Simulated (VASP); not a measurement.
# Be64C33 (a cell with a defect) in VASP: notebook

The runs below take Be64C33 (a cell with a defect) through single point, with PBEsol.

Program: VASP 6.6.1. These are calculated values, not measurements. Logs are shortened: lines on timing, memory, paths and dates and some standing lists are left out, and cuts for length are marked.

**1. The cell of the first run**

The cell holds a defect, 97 atoms: a = 8.621 Å, b = 8.621 Å, c = 8.621 Å, α = 90.00°, β = 90.00°, γ = 90.00°.

**2. Single point, PBEsol**

INCAR reads:

```
SYSTEM = Be64C33
PREC = Accurate ; ENCUT = 520
EDIFF = 1E-6 ; ISMEAR = -1
SIGMA = 0.05 ; LREAL = Auto
LASPH = .TRUE. ; NELM = 120
ALGO = Normal ; ISIF = 2
LWAVE = .FALSE. ; LCHARG = .TRUE.
GGA = PS ; LELF = .TRUE.
LVHAR = .TRUE. ; ISYM = -1
NBANDS = 184 ; GGA_COMPAT = .FALSE.
```

KPOINTS reads:

```
explicit points
1
Reciprocal
  0.25000000   0.25000000   0.25000000 1
```

POSCAR reads:

```
Be64C33
1.0
    8.6212760000      0.0000000000      0.0000000000
    0.0000000000      8.6212760000      0.0000000000
    0.0000000000      0.0000000000      8.6212760000
Be C
64 33
Direct
    0.3755180000      0.1250010000      0.1278260000
    0.3758440000      0.1218070000      0.6291710000
    0.3763660000      0.6275550000      0.1315590000
    0.3470730000      0.6388640000      0.6429870000
    0.8759170000      0.1251160000      0.1258990000
    0.8749440000      0.1226820000      0.6248810000
    0.8787700000      0.6235350000      0.1225030000
    0.8705730000      0.6232450000      0.6242180000
    0.1268810000      0.3746600000      0.1288990000
    0.1186590000      0.3760270000      0.6302630000
    0.1257670000      0.8752260000      0.1277780000
    0.1221790000      0.8765300000      0.6272410000
    0.6282770000      0.3760360000      0.1207040000
    0.6135090000      0.3738780000      0.6161590000
    0.6252780000      0.8765720000      0.1241770000
    0.6229890000      0.8760980000      0.6249620000
    0.1258480000      0.1250430000      0.3775840000
    0.1238920000      0.1251000000      0.8779170000
    0.1297660000      0.6275180000      0.3783960000
    0.1204970000      0.6234850000      0.8807350000
    0.6271810000      0.1217820000      0.3778660000
    0.6228980000      0.1226230000      0.8770080000
    0.6408830000      0.6388010000      0.3489740000
    0.6222910000      0.6232830000      0.8725830000
    0.1262610000      0.1253860000      0.1283050000
    0.1239840000      0.1250790000      0.6287250000
    0.1269880000      0.6257460000      0.1289920000
    0.1148690000      0.6249360000      0.6290950000
    0.6267210000      0.1250810000      0.1260120000
    0.6258530000      0.1249350000      0.6278990000
    0.6271340000      0.6249920000      0.1168110000
    0.6232490000      0.6298810000      0.6253060000
    0.3764000000      0.3700180000      0.3783400000
    0.3725250000      0.3748860000      0.8868420000
    0.3738070000      0.8749520000      0.3757490000
    0.3729370000      0.8748020000      0.8776290000
    0.8848010000      0.3749320000      0.3745510000
    0.8726710000      0.3741380000      0.8746570000
    0.8756700000      0.8748060000      0.3749250000
    0.8734010000      0.8744980000      0.8753440000
    0.3773650000      0.3766000000      0.1310630000
    0.3587420000      0.3610810000      0.6546950000
    0.3767530000      0.8772620000      0.1266380000
    0.3724810000      0.8780960000      0.6257720000
    0.8791540000      0.3764020000      0.1229130000
    0.8698870000      0.3723650000      0.6252560000
    0.8757630000      0.8747870000      0.1257300000
    0.8738060000      0.8748420000      0.6260660000
    0.3766680000      0.1237930000      0.3786790000
    0.3743750000      0.1233090000      0.8794670000
    0.3861310000      0.6260210000      0.3874880000
    0.3713780000      0.6238370000      0.8829350000
    0.8774780000      0.1233470000      0.3764020000
    0.8738860000      0.1246590000      0.8758620000
    0.8809900000      0.6238510000      0.3733800000
    0.8727720000      0.6252240000      0.8747410000
    0.1290860000      0.3766400000      0.3794280000
    0.1208880000      0.3763520000      0.8811400000
    0.1247140000      0.8772060000      0.3787600000
    0.1237410000      0.8747700000      0.8777420000
    0.6526160000      0.3610040000      0.3606270000
    0.6232940000      0.3723280000      0.8720850000
    0.6238090000      0.8780730000      0.3744780000
    0.6241400000      0.8748840000      0.8758150000
    0.9998290000      0.9999430000      0.0018210000
    0.9998270000      0.9999480000      0.5018200000
    0.9998270000      0.4999440000      0.0018220000
    0.9998310000      0.4999410000      0.5018210000
    0.4998240000      0.9999470000      0.0018180000
    0.4998290000      0.9999350000      0.5018220000
    0.4998300000      0.4999400000      0.0018230000
    0.5548270000      0.4998300000      0.4459970000
    0.2500700000      0.2498950000      0.0050890000
    0.2498570000      0.2495550000      0.5049200000
    0.2493690000      0.7506460000      0.0037220000
    0.2451810000      0.7561120000      0.5030880000
    0.7502820000      0.2492430000      0.9999180000
    0.7544990000      0.2437530000      0.5005520000
    0.7495900000      0.7499880000      0.9985540000
    0.7497800000      0.7503300000      0.4987290000
    0.2509610000      0.0011460000      0.2529530000
    0.2482790000      0.9999860000      0.7533590000
    0.2543990000      0.5009850000      0.2563210000
    0.2381320000      0.4999070000      0.7635080000
    0.7513820000      0.9998960000      0.2502890000
    0.7486930000      0.9987440000      0.7506920000
    0.7615350000      0.4999710000      0.2401260000
    0.7452600000      0.4989080000      0.7473330000
    0.0031260000      0.2499460000      0.2521110000
    0.9979310000      0.2492630000      0.7522380000
    0.0017200000      0.7506230000      0.2514040000
    0.9965320000      0.7499380000      0.7515390000
    0.5028490000      0.2494410000      0.2517280000
    0.4984920000      0.2436680000      0.7566470000
    0.5011620000      0.7562000000      0.2470280000
    0.4968150000      0.7504370000      0.7518980000
    0.4447770000      0.5001340000      0.5576550000
```

Potentials or basis: VASP PAW PBE potentials, release 64 (Be, C).

On the command line:

```
$ cat potpaw_PBE.64/Be/POTCAR potpaw_PBE.64/C/POTCAR > POTCAR
$ mpirun -np 1 vasp_std > vasp.out
```

OUTCAR:

```text
SYSTEM = Be64C33
   PREC = Accurate
   ENCUT = 520
   EDIFF = 1E-6
   ISMEAR = -1
   LREAL = Auto
   LASPH = .TRUE.
   NELM = 120
   ISIF = 2
   GGA = PS
   ISYM = -1

 ion  position               nearest neighbor table
   1  0.376  0.125  0.128-  73 1.86  81 1.86  69 1.87  93 1.87  43 2.14  50 2.14  25 2.15  49 2.16
                            29 2.17  41 2.17
   2  0.376  0.122  0.629-  94 1.85  70 1.86  82 1.86  74 1.88  42 2.08  44 2.10  30 2.16  50 2.16
                            49 2.16  26 2.17
   3  0.376  0.628  0.132-  95 1.84  83 1.86  75 1.88  71 1.90  52 2.14  27 2.15  43 2.15  41 2.16
                            31 2.17  51 2.21
   4  0.347  0.639  0.643-  97 1.64  76 1.80  84 1.84  96 1.86  28 2.01  44 2.08  52 2.08  51 2.23
                            32 2.39
   5  0.876  0.125  0.126-  65 1.86  85 1.86  77 1.87  89 1.88  29 2.15  54 2.16  47 2.16  25 2.16
                            53 2.16  45 2.17
   6  0.875  0.123  0.625-  78 1.82  66 1.85  86 1.87  90 1.88  48 2.14  53 2.14  26 2.15  30 2.15
                            46 2.15  54 2.16
   7  0.879  0.624  0.123-  87 1.78  67 1.82  91 1.89  79 1.89  45 2.13  56 2.14  27 2.14  55 2.16
                            47 2.17  31 2.17
   8  0.871  0.623  0.624-  88 1.86  80 1.86  68 1.87  92 1.89  28 2.11  32 2.13  56 2.16  46 2.16
                            55 2.16  48 2.17
   9  0.127  0.375  0.129-  89 1.85  73 1.85  67 1.89  83 1.90  45 2.14  58 2.14  25 2.15  41 2.16
[... 121 lines left out ...]
  70  0.500  1.000  0.502-  16 1.84  49 1.84  44 1.86  21 1.86  63 1.86   2 1.86  35 1.88  30 1.88

  71  0.500  0.500  0.002-  34 1.83  31 1.83  13 1.85  52 1.85  24 1.87  41 1.87  62 1.90   3 1.90

  72  0.555  0.500  0.446-  97 1.35  61 1.64  23 1.64  51 1.89  14 1.89  33 1.99  32 2.00
  73  0.250  0.250  0.005-  34 1.82  25 1.85   9 1.85   1 1.86  50 1.87  18 1.88  58 1.89  41 1.89

  74  0.250  0.250  0.505-  57 1.86  33 1.86  26 1.86  42 1.86  17 1.87   2 1.88  49 1.89  10 1.91

  75  0.249  0.751  0.004-  52 1.84  11 1.85  27 1.85  36 1.86  60 1.87  43 1.88   3 1.88  20 1.89
[... 39 lines left out ...]
  95  0.501  0.756  0.247-  23 1.80  43 1.82  15 1.83   3 1.84  63 1.85  35 1.87  51 1.93  31 1.93

  96  0.497  0.750  0.752-  24 1.86  32 1.86  36 1.86   4 1.86  64 1.87  44 1.88  16 1.89  52 1.91

  97  0.445  0.500  0.558-  72 1.35   4 1.64  42 1.64  14 1.89  51 1.89  32 1.99  33 2.00

IMPORTANT INFORMATION: All symmetrisations will be switched off!
NOSYMM: (Re-)initialisation of all symmetry stuff for point group C_1.

----------------------------------------------------------------------------------------

                                     Primitive cell

  volume of cell :     640.7884

  direct lattice vectors                    reciprocal lattice vectors
     8.621276000  0.000000000  0.000000000     0.115992111  0.000000000  0.000000000
     0.000000000  8.621276000  0.000000000     0.000000000  0.115992111  0.000000000
     0.000000000  0.000000000  8.621276000     0.000000000  0.000000000  0.115992111

  length of vectors
     8.621276000  8.621276000  8.621276000     0.115992111  0.115992111  0.115992111

  position of ions in fractional coordinates (direct lattice)
     0.375518000  0.125001000  0.127826000
     0.375844000  0.121807000  0.629171000
     0.376366000  0.627555000  0.131559000
     0.347073000  0.638864000  0.642987000
     0.875917000  0.125116000  0.125899000
     0.874944000  0.122682000  0.624881000
[... 89 lines left out ...]
     0.496815000  0.750437000  0.751898000
     0.444777000  0.500134000  0.557655000

  ion indices of the primitive-cell ions
   primitive index   ion index
                 1           1
                 2           2
                 3           3
                 4           4
                 5           5
                 6           6
[... 89 lines left out ...]
                96          96
                97          97

----------------------------------------------------------------------------------------

 KPOINTS: explicit points

Read explicit list of k-points.
   k-points           NKPTS =      1   k-points in BZ     NKDIM =      1   number of bands    NBANDS=    184
   number of dos      NEDOS =    301   number of ions     NIONS =     97
   total plane-waves  NPLWV = 262144
   dimension x,y,z NGX =    64 NGY =   64 NGZ =   64
   dimension x,y,z NGXF=   128 NGYF=  128 NGZF=  128
   ions per type =              64  33
   NGX,Y,Z   is equivalent  to a cutoff of  12.34, 12.34, 12.34 a.u.
   NGXF,Y,Z  is equivalent  to a cutoff of  24.68, 24.68, 24.68 a.u.
 SYSTEM =  Be64C33
   PREC   = accura    normal or accurate (medium, high low for compatibility)
   ISTART =      0    job   : 0-new  1-cont  2-samecut
   ICHARG =      2    charge: 1-file 2-atom 10-const
   ISPIN  =      1    spin polarized calculation?
   LNONCOLLINEAR =      F non collinear calculations
   LSORBIT =      F    spin-orbit coupling
   LASPH  =      T    aspherical Exc in radial PAW
   ENCUT  =  520.0 eV  38.22 Ry    6.18 a.u.  16.03 16.03 16.03*2*pi/ulx,y,z
   NELM   =    120;   NELMIN=  2; NELMDL= -5     # of ELM steps
   EDIFF  = 0.1E-05   stopping-criterion for ELM
   LREAL  =      T    real-space projection
   EDIFFG = 0.1E-04   stopping-criterion for IOM
   NSW    =      0    number of steps for IOM
   IBRION =     -1    ionic relax: 0-MD 1-quasi-New 2-CG
   NFREE  =      0    steps in history (QN), initial steepest desc. (CG)
   ISIF   =      2    stress and relaxation
   ISYM   =     -1    0-nonsym 1-usesym 2-fastsym
   POTIM  = 0.5000    time-step for ionic-motion
   TEBEG  =    0.0;   TEEND  =   0.0 temperature during run
   PSTRESS=    0.0 pullay stress
   NELECT =     260.0000    total number of electrons
   NUPDOWN=      -1.0000    fix difference up-down
   EMIN   =  10.00;   EMAX   =-10.00  energy-range for DOS
   EFERMI =   0.00;   METHOD = LEGACY
   ISMEAR =    -1;   SIGMA  =   0.05  broadening in eV -4-tet -1-fermi 0-gaus
   EFERMI_NEDOS =   21; number of points for ismear=-14 and -15
   IALGO  =     38    algorithm
   IMIX   =      4    mixing-type and parameters
     AMIX     =   0.40;   BMIX     =  1.00
     AMIX_MAG =   1.60;   BMIX_MAG =  1.00
  volume/ion in A,a.u.               =       6.61        44.58
  Fermi-wavevector in a.u.,A,eV,Ry     =   1.211977  2.290305 19.985440  1.468888
  Thomas-Fermi vector in A             =   2.347476
   LORBIT       =      0    0 simple, 1 ext, 2 COOP (PROOUT), +10 PAW based schemes
   GGA     = PS    functional components
   LHFCALC =     F    Hartree Fock is set to
   AEXX    =    0.0000 exact exchange contribution
   IVDW    =     0    specifies the selected vdW correction
   LEPSILON=     F    determine dielectric tensor
   LRPA    =     F    only Hartree local field effects (RPA)
 non-spin polarized calculation
  energy-cutoff  :      520.00
  volume of cell :      640.79
 maximum number of plane-waves:     17254
 NGX is ok and might be reduce to    64
   NGX = 33   NGY = 33   NGZ = 33

 number of electron     260.0000015 magnetization

 Free energy of the ion-electron system (eV)
  ---------------------------------------------------
  ext. energy  EPLUGINS =         0.00000000
  ---------------------------------------------------
  free energy    TOTEN  =      -592.21114749 eV

  energy without entropy =     -592.21012373  energy(sigma->0) =     -592.21063561

 E-fermi :   8.5538     XC(G=0): -11.6131

 val. band max:        8.1837039101   @ k =   0.2500   0.2500   0.2500
 cond. band min:       8.9239862586   @ k =   0.2500   0.2500   0.2500
 fundamental gap:      0.7402823485
 Fermi energy:         8.5538450894

 k-point     1 :       0.2500    0.2500    0.2500
  band No.  band energies     occupation
      1      -8.7549      2.00000
      2      -6.9118      2.00000
      3      -6.3877      2.00000
      4      -6.3554      2.00000
      5      -6.1280      2.00000
      6      -5.7536      2.00000
[... 134 lines left out ...]
    141      12.2346      0.00000
    142      12.2728      0.00000
 [bands above 142 left out]

------------------------ aborting loop because EDIFF is reached ----------------------------------------

  FORCE on cell =-STRESS in cart. coord.  units (eV):
  Direction    XX          YY          ZZ          XY          YZ          ZX
  --------------------------------------------------------------------------------------
  -------------------------------------------------------------------------------------
  Total       19.8400790     19.2973395     20.0817668     -7.7209775     -7.7426639    -17.1245152
  in kB       49.6065853     48.2495618     50.2108825    -19.3049296    -19.3591526    -42.8168016
  external PRESSURE =      49.3556766 kB  Pullay stress =       0.0000000 kB

 VOLUME and BASIS-vectors are now :
 -----------------------------------------------------------------------------
  energy-cutoff  :      520.00
  volume of cell :      640.79
      direct lattice vectors                 reciprocal lattice vectors
     8.621276000  0.000000000  0.000000000     0.115992111  0.000000000  0.000000000
     0.000000000  8.621276000  0.000000000     0.000000000  0.115992111  0.000000000
     0.000000000  0.000000000  8.621276000     0.000000000  0.000000000  0.115992111

 POSITION                                       TOTAL-FORCE (eV/Angst)
 -----------------------------------------------------------------------------------
      3.23744      1.07767      1.10202         0.006850      0.000218     -0.001351
      3.24025      1.05013      5.42426        -0.003884      0.000143     -0.002979
      3.24476      5.41032      1.13421         0.000389     -0.005514     -0.001331
      2.99221      5.50782      5.54337         0.000223      0.014621      0.011541
      7.55152      1.07866      1.08541         0.001332      0.001487     -0.000617
      7.54313      1.05768      5.38727         0.003570     -0.004671      0.006006
[... 89 lines left out ...]
      4.28318      6.46972      6.48232        -0.015801      0.000434     -0.007042
      3.83455      4.31179      4.80770        -0.042285     -0.019139      0.022551
 -----------------------------------------------------------------------------------
    total drift:                               -0.018033     -0.010151      0.065593

  FREE ENERGIE OF THE ION-ELECTRON SYSTEM (eV)
  ---------------------------------------------------
  free  energy   TOTEN  =      -592.2111474940 eV

  energy  without entropy=     -592.2101237271  energy(sigma->0) =     -592.21063561
```

It took 7.1 min on 1 thread of AMD EPYC 7R13 (Zen 3), shared host; peak memory 0.55 GiB.

What came out:

| Quantity | Value |
| --- | --- |
| Free energy | -592.2111 eV |
| Pressure | 4.9 GPa |
| Largest force | 0.064 eV/Å |
| Band gap on the k mesh | 0.74 eV |

Forces on the atoms (eV/Å):
```
Be   0.007  0.000 -0.001
Be  -0.004  0.000 -0.003
Be   0.000 -0.006 -0.001
Be   0.000  0.015  0.012
Be   0.001  0.001 -0.001
Be   0.004 -0.005  0.006
Be   0.003  0.008 -0.004
Be   0.001 -0.003 -0.001
Be   0.001  0.006 -0.003
Be   0.006  0.001 -0.002
Be   0.001  0.003  0.000
Be  -0.002  0.004  0.005
Be  -0.005  0.001  0.001
Be   0.017 -0.005  0.000
Be   0.003  0.002 -0.006
Be  -0.004 -0.003  0.001
Be   0.002 -0.001  0.000
Be   0.001  0.003  0.001
Be  -0.003 -0.004 -0.005
Be  -0.002  0.010  0.003
Be  -0.005  0.000 -0.005
Be   0.003 -0.003  0.002
Be   0.019  0.012 -0.006
Be  -0.006 -0.003  0.002
Be   0.000 -0.002 -0.004
Be   0.001  0.001 -0.002
Be  -0.001 -0.005 -0.001
Be   0.003 -0.002  0.001
Be  -0.005 -0.001 -0.002
Be   0.000  0.001 -0.001
Be   0.001 -0.003  0.002
Be  -0.005 -0.003 -0.004
Be   0.007  0.002  0.003
Be   0.000  0.003 -0.004
Be   0.000  0.000 -0.001
Be   0.006  0.001  0.000
Be  -0.002  0.004 -0.001
Be   0.001  0.005  0.000
Be   0.000 -0.001  0.001
Be  -0.001  0.003  0.002
Be   0.007  0.003 -0.003
Be  -0.013 -0.008 -0.002
Be  -0.002  0.002 -0.002
Be   0.005  0.000  0.004
Be   0.003 -0.010 -0.005
Be   0.003  0.005  0.003
Be  -0.001 -0.003 -0.003
Be  -0.002  0.001 -0.001
Be   0.004  0.003 -0.002
Be  -0.003 -0.001  0.005
Be  -0.017  0.007 -0.004
Be   0.005  0.000 -0.003
Be   0.003 -0.003 -0.007
Be   0.000 -0.003 -0.001
Be  -0.006 -0.001  0.001
Be  -0.002 -0.005  0.002
Be   0.000  0.003  0.000
Be  -0.003 -0.009  0.003
Be  -0.003  0.003 -0.007
Be  -0.001 -0.002 -0.001
Be  -0.012 -0.002 -0.002
Be   0.000  0.006  0.000
Be   0.005  0.000  0.001
Be  -0.006  0.000  0.000
C   -0.002  0.000  0.006
C   -0.001 -0.002  0.007
C   -0.001 -0.001  0.006
C   -0.002  0.000  0.007
C   -0.001 -0.002  0.007
C   -0.002  0.001  0.006
C   -0.002  0.000  0.006
C    0.053 -0.004 -0.037
C   -0.006 -0.001  0.005
C    0.008  0.001  0.009
C    0.004 -0.005  0.000
C   -0.001  0.004  0.000
C   -0.004  0.007  0.003
C   -0.002 -0.003  0.001
C    0.005  0.002 -0.001
C   -0.004  0.000 -0.006
C   -0.005 -0.009  0.006
C    0.006 -0.009 -0.001
C   -0.002  0.010  0.001
C    0.018  0.005 -0.004
C   -0.001  0.009  0.002
C    0.001  0.000  0.000
C   -0.014 -0.003  0.018
C   -0.004 -0.006 -0.003
C   -0.005 -0.007 -0.008
C   -0.007 -0.002  0.004
C    0.008  0.001  0.002
C    0.004  0.007 -0.004
C    0.013  0.002  0.002
C    0.005 -0.007 -0.006
C   -0.006  0.007 -0.005
C   -0.016  0.000 -0.007
C   -0.042 -0.019  0.023
```

Caveat: the PAW data sets were made with another functional, which shifts forces and pressure a little.

[end of part 1 of 2]
